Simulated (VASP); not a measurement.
Input of a VASP 6.6.1 run:

INCAR

```
ALGO = Normal
EDIFF = 1E-7
ENCUT = 520
GGA = PE
ISIF = 2
ISMEAR = -1
LASPH = True
LCHARG = True
LELF = True
LREAL = False
LVHAR = True
LWAVE = False
NBANDS = 15
NELM = 80
PREC = Accurate
SIGMA = 0.1
```

File KPOINTS:

```
k-points
0
Gamma
  13 13 10
```

Contents of POSCAR:

```
HfB2
1.0
    3.1400000000     -0.0157000000     -0.0157000000
   -1.5835966000      2.7271700000     -0.0057466000
   -0.0174000000     -0.0174000000      3.4800000000
Hf B
1 2
Direct
    0.0000000000      0.0000000000      0.0000000000
    0.3333333333      0.6666666667      0.5000000000
    0.6666666667      0.3333333333      0.5000000000
```

Potentials or basis: VASP PAW PBE potentials, release 64 (Hf_pv, B).

Command:

```bash
$ cat potpaw_PBE.64/Hf_pv/POTCAR potpaw_PBE.64/B/POTCAR > POTCAR
$ mpirun -np 1 vasp_std > vasp.out
```

(1) Estimate the largest force.

(2) Predict the pressure.

(3) What does it give for the band gap on the k mesh?

Answers

(1) 0.014 eV/Å.

(2) 1.1 GPa.

(3) zero (band 8 reaches 8.39 eV, above the bottom of band 9 at 7.32 eV).

Caveat: spin-orbit coupling is left out, which moves the levels of the heavy elements.
